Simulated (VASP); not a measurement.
AlN:

```
Al N
1.0
     0.00000    2.18399    2.18399
     2.18399    0.00000    2.18399
     2.18399    2.18399    0.00000
Al N
1 1
Direct
  0.00000 0.00000 0.00000
  0.25000 0.25000 0.25000
```

| Property | Result |
| --- | --- |
| Program | VASP 6.6.1 |
| Task | relaxation of cell and atoms |
| Functional | RPBE |
| Dispersion | D4 |
| Potentials or basis | VASP PAW PBE potentials, release 64 (Al, N) |
| Cutoff | 600 eV |
| k mesh | 10 × 10 × 10 |
| Occupations | fermi-dirac, width 0.05 eV |
| Spin | no spin polarisation |

At the start: pressure -3.1 GPa; volume 10.42 Å³/atom.

Where does the relaxation end?

Over 4 steps the energy falls by 2.5 meV/atom and the volume is 10.26 Å³/atom (-1.6 %); space group F-43m (No. 216, to 0.05 Å).

The path:
```tsv
step	energy change (eV)	largest force (eV/Å)	pressure (GPa)	volume (Å³)
1	0.0000	0.0000	-3.11	20.83
2	-0.0025	0.0000	2.89	20.23
3	-0.0049	0.0000	0.66	20.44
4	-0.0050	0.0000	0.00	20.51
```

Final structure:
```
Al N
1.0
     0.00000    2.17263    2.17263
     2.17263    0.00000    2.17263
     2.17263    2.17263    0.00000
Al N
1 1
Direct
  0.00000 0.00000 0.00000
  0.25000 0.25000 0.25000
```

Caveat: the PAW data sets were made with another functional, which shifts forces and pressure a little.
